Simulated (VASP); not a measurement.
# Mo (Im-3m) in VASP: notebook

The runs below take Mo through single point, relaxation of cell and atoms, with PBEsol.

Program: VASP 6.6.1. These are calculated values, not measurements. Logs are shortened: lines on timing, memory, paths and dates and some standing lists are left out, and cuts for length are marked.

## 1. The cell of the first run

Symmetry: Im-3m, No. 229, cubic system. The conventional cell has a = 3.129 Å, b = 3.129 Å, c = 3.129 Å, α = 90.00°, β = 90.00°, γ = 90.00°. Mo (site symmetry m-3m) has 14 Mo at 2.71 to 3.13 Å within 3.6 Å.

## 2. Single point, PBEsol

INCAR

```
ALGO = Fast ; EDIFF = 1E-7
ENCUT = 520 ; GGA = PS
ISIF = 2 ; ISMEAR = 0
LASPH = T ; LCHARG = T
LELF = T ; LREAL = F
LVHAR = T ; LWAVE = F
NBANDS = 13 ; NELM = 60
PREC = Accurate ; SIGMA = 0.3
```

KPOINTS

```
k-points
0
Gamma
  16 16 16
```

POSCAR

```
Mo
1.0
   -1.5646819133      1.5646819133      1.5646819133
    1.5646819133     -1.5646819133      1.5646819133
    1.5646819133      1.5646819133     -1.5646819133
Mo
1
Direct
    0.0000000000      0.0000000000      0.0000000000
```

Potentials or basis: VASP PAW PBE potentials, release 64 (Mo_sv).

On the command line:

```bash
cat potpaw_PBE.64/Mo_sv/POTCAR > POTCAR
mpirun -np 1 vasp_std > vasp.out
```

OUTCAR:

```text
EDIFF = 1E-7
   ENCUT = 520
   GGA = PS
   ISIF = 2
   ISMEAR = 0
   LASPH = T
   LREAL = F
   NELM = 60
   PREC = Accurate

 ion  position               nearest neighbor table
   1  0.000  0.000  0.000-

  LATTYP: Found a body centered cubic cell.
 ALAT       =     3.1293638266

  Lattice vectors:

 A1 = (  -1.5646819133,   1.5646819133,   1.5646819133)
 A2 = (   1.5646819133,  -1.5646819133,   1.5646819133)
 A3 = (   1.5646819133,   1.5646819133,  -1.5646819133)

Analysis of symmetry for initial positions (statically):
=====================================================================
 Subroutine PRICEL returns:
 Original cell was already a primitive cell.

 Routine SETGRP: Setting up the symmetry group for a
 body centered cubic supercell.

 Subroutine GETGRP returns: Found 48 space group operations
 (whereof 48 operations were pure point group operations)
 out of a pool of 48 trial point group operations.

The static configuration has the point symmetry O_h .

Analysis of symmetry for dynamics (positions and initial velocities):
=====================================================================
 Subroutine PRICEL returns:
 Original cell was already a primitive cell.

 Routine SETGRP: Setting up the symmetry group for a
 body centered cubic supercell.

 Subroutine GETGRP returns: Found 48 space group operations
 (whereof 48 operations were pure point group operations)
 out of a pool of 48 trial point group operations.

The dynamic configuration has the point symmetry O_h .

 Subroutine INISYM returns: Found 48 space group operations
 (whereof 48 operations are pure point group operations),
 and found     1 'primitive' translations

----------------------------------------------------------------------------------------

                                     Primitive cell

  volume of cell :      15.3228

  direct lattice vectors                    reciprocal lattice vectors
    -1.564681913  1.564681913  1.564681913     0.000000000  0.319553767  0.319553767
     1.564681913 -1.564681913  1.564681913     0.319553767  0.000000000  0.319553767
     1.564681913  1.564681913 -1.564681913     0.319553767  0.319553767  0.000000000

  length of vectors
     2.710108572  2.710108572  2.710108572     0.451917272  0.451917272  0.451917272

  position of ions in fractional coordinates (direct lattice)
     0.000000000  0.000000000  0.000000000

  ion indices of the primitive-cell ions
   primitive index   ion index
                 1           1

----------------------------------------------------------------------------------------

 KPOINTS: k-points

Automatic generation of k-mesh.
 Grid dimensions read from file:
 generate k-points for:   16   16   16

 Generating k-lattice:

  Cartesian coordinates                     Fractional coordinates (reciprocal lattice)
     0.000000000  0.019972110  0.019972110     0.062500000  0.000000000  0.000000000
     0.019972110  0.000000000  0.019972110     0.000000000  0.062500000  0.000000000
     0.019972110  0.019972110  0.000000000     0.000000000  0.000000000  0.062500000

  Length of vectors
     0.028244829  0.028244829  0.028244829

  Shift w.r.t. Gamma in fractional coordinates (k-lattice)
     0.000000000  0.000000000  0.000000000

 Subroutine IBZKPT returns following result:
 ===========================================

 Found    145 irreducible k-points:

 Following reciprocal coordinates:
            Coordinates               Weight
  0.000000  0.000000  0.000000      1.000000
  0.062500  0.000000  0.000000     12.000000
  0.125000  0.000000  0.000000     12.000000
  0.187500  0.000000  0.000000     12.000000
  0.250000  0.000000  0.000000     12.000000
  0.312500  0.000000  0.000000     12.000000
[... 16 lines left out ...]
  0.187500  0.187500  0.000000     24.000000
  0.250000  0.187500  0.000000     48.000000
 [... further k-points ...]
   k-points           NKPTS =    145   k-points in BZ     NKDIM =    145   number of bands    NBANDS=     13
   number of dos      NEDOS =    301   number of ions     NIONS =      1
   total plane-waves  NPLWV =   8000
   dimension x,y,z NGX =    20 NGY =   20 NGZ =   20
   dimension x,y,z NGXF=    40 NGYF=   40 NGZF=   40
   ions per type =               1
   NGX,Y,Z   is equivalent  to a cutoff of  12.27, 12.27, 12.27 a.u.
   NGXF,Y,Z  is equivalent  to a cutoff of  24.54, 24.54, 24.54 a.u.
 SYSTEM =  unknown system
   PREC   = accura    normal or accurate (medium, high low for compatibility)
   ISTART =      0    job   : 0-new  1-cont  2-samecut
   ICHARG =      2    charge: 1-file 2-atom 10-const
   ISPIN  =      1    spin polarized calculation?
   LNONCOLLINEAR =      F non collinear calculations
   LSORBIT =      F    spin-orbit coupling
   LASPH  =      T    aspherical Exc in radial PAW
   ENCUT  =  520.0 eV  38.22 Ry    6.18 a.u.   5.04  5.04  5.04*2*pi/ulx,y,z
   NELM   =     60;   NELMIN=  2; NELMDL= -5     # of ELM steps
   EDIFF  = 0.1E-06   stopping-criterion for ELM
   LREAL  =      F    real-space projection
   EDIFFG = 0.1E-05   stopping-criterion for IOM
   NSW    =      0    number of steps for IOM
   IBRION =     -1    ionic relax: 0-MD 1-quasi-New 2-CG
   NFREE  =      0    steps in history (QN), initial steepest desc. (CG)
   ISIF   =      2    stress and relaxation
   ISYM   =      2    0-nonsym 1-usesym 2-fastsym
   POTIM  = 0.5000    time-step for ionic-motion
   TEBEG  =    0.0;   TEEND  =   0.0 temperature during run
   PSTRESS=    0.0 pullay stress
   NELECT =      14.0000    total number of electrons
   NUPDOWN=      -1.0000    fix difference up-down
   EMIN   =  10.00;   EMAX   =-10.00  energy-range for DOS
   EFERMI =   0.00;   METHOD = LEGACY
   ISMEAR =     0;   SIGMA  =   0.30  broadening in eV -4-tet -1-fermi 0-gaus
   EFERMI_NEDOS =   21; number of points for ismear=-14 and -15
   IALGO  =     68    algorithm
   IMIX   =      4    mixing-type and parameters
     AMIX     =   0.40;   BMIX     =  1.00
     AMIX_MAG =   1.60;   BMIX_MAG =  1.00
  volume/ion in A,a.u.               =      15.32       103.40
  Fermi-wavevector in a.u.,A,eV,Ry     =   1.588564  3.001951 34.334797  2.523536
  Thomas-Fermi vector in A             =   2.687548
   LORBIT       =      0    0 simple, 1 ext, 2 COOP (PROOUT), +10 PAW based schemes
   GGA     = PS    functional components
   LHFCALC =     F    Hartree Fock is set to
   AEXX    =    0.0000 exact exchange contribution
   IVDW    =     0    specifies the selected vdW correction
   LEPSILON=     F    determine dielectric tensor
   LRPA    =     F    only Hartree local field effects (RPA)
 non-spin polarized calculation
 RMM-DIIS sequential band-by-band and
 Gauss-broadening in eV      SIGMA  =   0.30
  energy-cutoff  :      520.00
  volume of cell :       15.32
 maximum number of plane-waves:       427
   NGX =  9   NGY =  9   NGZ =  9

 number of electron      13.9999998 magnetization

 Free energy of the ion-electron system (eV)
  ---------------------------------------------------
  ext. energy  EPLUGINS =         0.00000000
  ---------------------------------------------------
  free energy    TOTEN  =       -11.79516543 eV

  energy without entropy =      -11.76892499  energy(sigma->0) =      -11.78204521

 E-fermi :  12.7777     XC(G=0): -13.6409

 val. band max:       12.7762881227   @ k =  -0.1875   0.1875   0.0625
 cond. band min:      12.8095602187   @ k =   0.3750   0.0000   0.0000
 fundamental gap:      0.0332720959
 Fermi energy:        12.7777464998

 k-point     1 :       0.0000    0.0000    0.0000
  band No.  band energies     occupation
      1     -48.4022      2.00000
      2     -21.6419      2.00000
      3     -21.6419      2.00000
      4     -21.6419      2.00000
      5       5.4379      2.00000
      6      11.3864      2.00000
      7      11.3864      2.00000
      8      11.3864      2.00000
      9      14.4754      0.00000
     10      14.4754      0.00000
     11      27.6251      0.00000
     12      27.6251      0.00000
     13      27.6251      0.00000

 k-point     2 :       0.0625    0.0000    0.0000
  band No.  band energies     occupation
      1     -48.3915      2.00000
      2     -21.7034      2.00000
      3     -21.6607      2.00000
      4     -21.6424      2.00000
      5       5.6155      2.00000
      6      11.2849      2.00000
      7      11.3693      2.00000
      8      11.5536      2.00000
      9      14.3247      0.00000
     10      14.4777      0.00000
     11      27.7609      0.00000
     12      27.9251      0.00000
     13      27.9878      0.00000

 k-point     3 :       0.1250    0.0000    0.0000
  band No.  band energies     occupation
      1     -48.3607      2.00000
      2     -21.8764      2.00000
      3     -21.7141      2.00000
      4     -21.6438      2.00000
      5       6.1137      2.00000
      6      11.0089      2.00000
      7      11.2909      2.00000
      8      12.0470      1.99943
      9      14.0236      0.00000
     10      14.4934      0.00000
     11      28.0644      0.00000
     12      28.7930      0.00000
     13      28.8464      0.00000

 k-point     4 :       0.1875    0.0000    0.0000
  band No.  band energies     occupation
      1     -48.3145      2.00000
      2     -22.1296      2.00000
      3     -21.7931      2.00000
      4     -21.6460      2.00000
      5       6.8094      2.00000
      6      10.6265      2.00000
      7      11.1500      2.00000
      8      12.8396      0.77076
      9      13.8557      0.00000
     10      14.5424      0.00000
     11      28.1770      0.00000
     12      29.5282      0.00000
     13      30.1483      0.00000

 k-point     5 :       0.2500    0.0000    0.0000
  band No.  band energies     occupation
      1     -48.2593      2.00000
      2     -22.4204      2.00000
      3     -21.8850      2.00000
      4     -21.6486      2.00000
      5       7.4322      2.00000
      6      10.2143      2.00000
      7      11.1851      2.00000
      8      13.8820      0.00000
      9      13.9383      0.00000
     10      14.6416      0.00000
     11      27.6683      0.00000
     12      29.2059      0.00000
     13      31.8890      0.00000
[... 257 lines left out ...]
 k-point    22 :       0.4375    0.1250    0.0000
  band No.  band energies     occupation
      1     -48.1025      2.00000
      2     -23.0724      2.00000
      3     -22.1965      2.00000
      4     -21.7347      2.00000
      5       7.7774      2.00000
      6       9.4324      2.00000
      7      12.8659      0.67768
      8      14.3707      0.00000
      9      15.7357      0.00000
     10      18.9588      0.00000
     11      24.2641      0.00000
     12      25.5523      0.00000
     13      29.5338      0.00000

 k-point    23 :       0.1875    0.1875    0.0000
  band No.  band energies     occupation
      1     -48.1909      2.00000
      2     -22.6706      2.00000
      3     -22.0045      2.00000
      4     -21.7525      2.00000
      5       8.3764      2.00000
      6      10.0202      2.00000
      7      10.5374      2.00000
      8      13.6610      0.00003
      9      15.1365      0.00000
     10      16.0668      0.00000
     11      27.3313      0.00000
     12      28.5922      0.00000
     13      31.7956      0.00000

 k-point    24 :       0.2500    0.1875    0.0000
  band No.  band energies     occupation
      1     -48.1470      2.00000
      2     -22.8211      2.00000
      3     -22.1301      2.00000
      4     -21.7726      2.00000
      5       8.5091      2.00000
      6       9.7834      2.00000
      7      10.9507      2.00000
      8      13.8976      0.00000
      9      15.2758      0.00000
     10      17.5641      0.00000
     11      26.1859      0.00000
     12      27.7144      0.00000
     13      30.6183      0.00000

 [... further k-points ...]

------------------------ aborting loop because EDIFF is reached ----------------------------------------

  FORCE on cell =-STRESS in cart. coord.  units (eV):
  Direction    XX          YY          ZZ          XY          YZ          ZX
  --------------------------------------------------------------------------------------
  -------------------------------------------------------------------------------------
  Total        0.0538684      0.0538684      0.0538684     -0.0000000      0.0000000     -0.0000000
  in kB        5.6325704      5.6325704      5.6325704     -0.0000000      0.0000000     -0.0000000
  external PRESSURE =       5.6325704 kB  Pullay stress =       0.0000000 kB

 VOLUME and BASIS-vectors are now :
 -----------------------------------------------------------------------------
  energy-cutoff  :      520.00
  volume of cell :       15.32
      direct lattice vectors                 reciprocal lattice vectors
    -1.564681913  1.564681913  1.564681913     0.000000000  0.319553767  0.319553767
     1.564681913 -1.564681913  1.564681913     0.319553767  0.000000000  0.319553767
     1.564681913  1.564681913 -1.564681913     0.319553767  0.319553767  0.000000000

 POSITION                                       TOTAL-FORCE (eV/Angst)
 -----------------------------------------------------------------------------------
      0.00000      0.00000      0.00000         0.000000      0.000000      0.000000
 -----------------------------------------------------------------------------------
    total drift:                                0.000000     -0.000000     -0.000000

  FREE ENERGIE OF THE ION-ELECTRON SYSTEM (eV)
  ---------------------------------------------------
  free  energy   TOTEN  =       -11.7951654343 eV

  energy  without entropy=      -11.7689249941  energy(sigma->0) =      -11.78204521
```

It took 15 s on 1 thread of Intel Xeon Platinum 8488C (Sapphire Rapids), shared host; peak memory 0.14 GiB.

What came out:

```
Free energy            : -11.7952 eV
Pressure               : 0.6 GPa
Band gap on the k mesh : zero (band 7 reaches 16.92 eV, above the bottom of band 8 at 11.39 eV)
```

Levels at points of the mesh, in eV from the Fermi level:
| k point | band 4 | band 5 | band 6 | band 7 | band 8 | band 9 | band 10 | band 11 |
| --- | --- | --- | --- | --- | --- | --- | --- | --- |
| (0.00, 0.00, 0.00) | -34.42 | -7.34 | -1.39 | -1.39 | -1.39 | 1.70 | 1.70 | 14.85 |
| (0.50, 0.00, 0.00) | -34.43 | -5.46 | -3.50 | 1.69 | 1.74 | 2.39 | 4.94 | 11.96 |
| (0.50, 0.50, 0.50) | -35.45 | -5.61 | -5.61 | 4.14 | 4.14 | 4.14 | 9.19 | 9.19 |

Caveat: the PAW data sets were made with another functional, which shifts forces and pressure a little.

## 3. Relaxation of cell and atoms, PBEsol

This run uses another cell than the first one, of 15.78 Å³/atom, 1.030 times its volume.

INCAR

```
ALGO     = Fast           # electronic algorithm
EDIFF    = 1E-6           # SCF threshold, eV
EDIFFG   = -0.005         # ionic threshold
ENCUT    = 600            # plane-wave cutoff, eV
GGA      = PS             # functional
IBRION   = 2              # ionic algorithm
ISIF     = 3              # what is computed and relaxed
ISMEAR   = 0              # smearing method
LASPH    = T              # aspherical terms in the spheres
LCHARG   = F              # write CHGCAR
LREAL    = F              # projectors in reciprocal space
LWAVE    = F              # write WAVECAR
NELM     = 80             # most SCF steps
NSW      = 80             # ionic steps
PREC     = Accurate       # precision mode
SIGMA    = 0.3            # smearing width, eV
```

KPOINTS is that of step 2.

POSCAR

```
Mo
1.0
   -1.5800000000      1.5800000000      1.5800000000
    1.5800000000     -1.5800000000      1.5800000000
    1.5800000000      1.5800000000     -1.5800000000
Mo
1
Direct
    0.0000000000      0.0000000000      0.0000000000
```

Potentials or basis: VASP PAW PBE potentials, release 64 (Mo_sv).

On the command line:

```bash
cat potpaw_PBE.64/Mo_sv/POTCAR > POTCAR
mpirun -np 1 vasp_std > vasp.out
```

Run time: 36 s. Hardware: 1 thread of Intel Xeon Platinum 8488C (Sapphire Rapids), shared host; peak memory 0.16 GiB.

It converged, with:

- Free energy: -11.7958 eV
- Relaxed volume: 15.35 Å³/atom
- Relaxed cell: a = 2.712 Å, b = 2.712 Å, c = 2.712 Å, α = 109.47°, β = 109.47°, γ = 109.47°
- Space group after relaxing (to 0.05 Å): Im-3m (No. 229)
- Energy gained by relaxing: 10.0 meV/atom
- Ionic steps: 4
- Pressure after relaxing: 0.0 GPa
- Band gap on the k mesh: zero (band 7 reaches 16.88 eV, above the bottom of band 8 at 11.36 eV)

Step by step:
```tsv
step	energy change (eV)	largest force (eV/Å)	pressure (GPa)	volume (Å³)
1	0.0000	0.0000	-7.24	15.78
2	0.0749	0.0000	25.69	14.21
3	-0.0100	0.0000	-0.20	15.36
4	-0.0100	0.0000	0.02	15.35
```

Final structure:
```xyz
1
Lattice="-1.5655 1.5655 1.5655 1.5655 -1.5655 1.5655 1.5655 1.5655 -1.5655" Properties=species:S:1:pos:R:3 pbc="T T T"
Mo    0.0000    0.0000    0.0000
```

Levels at points of the mesh, in eV from the Fermi level:
| k point | band 3 | band 4 | band 5 | band 6 | band 7 | band 8 | band 9 | band 10 | band 11 |
| --- | --- | --- | --- | --- | --- | --- | --- | --- | --- |
| (0.00, 0.00, 0.00) | -34.42 | -34.42 | -7.33 | -1.39 | -1.39 | -1.39 | 1.69 | 1.69 | 14.85 |
| (0.50, 0.00, 0.00) | -34.90 | -34.44 | -5.45 | -3.49 | 1.69 | 1.74 | 2.39 | 4.93 | 11.98 |
| (0.50, 0.50, 0.50) | -35.45 | -35.45 | -5.60 | -5.60 | 4.13 | 4.13 | 4.13 | 9.18 | 9.18 |

Caveat: the PAW data sets were made with another functional, which shifts forces and pressure a little.
